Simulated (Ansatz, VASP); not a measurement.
BeTe in VASP and in Ansatz

```xyz
2
Lattice="0.0000 2.8324 2.8324 2.8324 0.0000 2.8324 2.8324 2.8324 0.0000" Properties=species:S:1:pos:R:3 pbc="T T T"
Be    0.0000    0.0000    0.0000
Te    1.4162    1.4162    1.4162
```

Alike in both runs: functional PBE; k mesh 6 × 6 × 6; no spin polarisation.

Ansatz relaxed the structure, and its values are those at the end. VASP's run is a single point on that final structure, the one shown.

|  | VASP | Ansatz |
| --- | --- | --- |
| version | VASP 6.6.1 | Ansatz 0.2.0 |
| potentials or method | VASP PAW PBE potentials, release 64 (Be, Te), cutoff 600 eV | plane waves, PAW |
| occupations | methfessel-paxton of order 1, width 0.1 eV | cold |
| valence electrons in the cell | 8 | 18 |

Ansatz gave:

* pressure (GPa): 0.0

Task: What did VASP give for the same quantities?

Result: Pressure (GPa): 0.1.

VASP's potentials hold 8 valence electrons a cell and Ansatz's 18, so a difference there can come from the potentials and not from the codes.

Neither program's run includes spin-orbit coupling.
